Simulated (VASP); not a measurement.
Set up this calculation in VASP 6.6.1, as the native input.

```yaml
Task: relaxation of cell and atoms
Functional: PBE
Potentials_or_basis: VASP PAW PBE potentials, release 64 (Al, H)
Cutoff: 500 eV
k_mesh: 5 × 5 × 3
Occupations: gaussian, width 0.2 eV
Spin: no spin polarisation
Dipole_correction: no
Further_INCAR_settings: ALGO = Normal; EDIFF = 1e-07; IBRION = 2; EDIFFG = -0.08; NSW = 36; ISIF = 3
```

The structure of AlH7 lies in POSCAR:

```
AlH7
1.0
    3.9237688200      0.0000000000      0.0000000000
   -1.9618844100      3.3980834800      0.0000000000
    0.0000000000      0.0000000000      5.6153184000
Al H
1 7
Direct
    0.0000000000      0.0000000000      0.0000000000
    0.5000000000      0.0000000000      0.0000000000
    0.0000000000      0.5000000000      0.0000000000
    0.5000000000      0.5000000000      0.0000000000
    0.3333333300      0.6666666700      0.6089207900
    0.3333333300      0.6666666700      0.3910792100
    0.6666666700      0.3333333300      0.3910792100
    0.6666666700      0.3333333300      0.6089207900
```

The cell was generated, and may not be a known phase.

One way to write it, as run:

INCAR

```
PREC = Accurate ; ENCUT = 500
EDIFF = 1E-7 ; ISMEAR = 0
SIGMA = 0.2 ; LREAL = F
LASPH = T ; NELM = 120
ALGO = Normal ; ISIF = 3
LWAVE = F ; LCHARG = F
GGA = PE ; IBRION = 2
NSW = 36 ; EDIFFG = -0.08
GGA_COMPAT = F ; NELMIN = 4
```

KPOINTS

```
regular mesh
0
Gamma
  5 5 3
```

Potentials or basis: VASP PAW PBE potentials, release 64 (Al, H).

Run with:

```sh
$ cat potpaw_PBE.64/Al/POTCAR potpaw_PBE.64/H/POTCAR > POTCAR
$ mpirun -np 1 vasp_std > vasp.out
```

It gave:

```json
{
 "Relaxed volume": "8.44 Å³/atom",
 "Relaxed cell": "a = 3.873 Å, b = 3.873 Å, c = 5.194 Å, α = 90.00°, β = 90.00°, γ = 120.00°",
 "Space group after relaxing (to 0.1 Å)": "P6/mmm (No. 191)",
 "Energy gained by relaxing": "400.7 meV/atom",
 "Ionic steps": "4",
 "Pressure after relaxing": "-0.9 GPa",
 "Largest force after relaxing": "0.072 eV/Å",
 "Band gap on the k mesh": "zero (bands 5 and 6 overlap by 0.71 eV)"
}
```

Caveat: the k points lie up to 0.40 Å⁻¹ apart in the final cell, too coarse for converged energies and pressures of a metal; the relaxation stopped at a loose force limit of 0.08 eV/Å, so its end isn't a converged minimum.

It took 62 s on 1 thread of Intel Xeon 8259CL (shared host), peak memory 0.15 GiB.
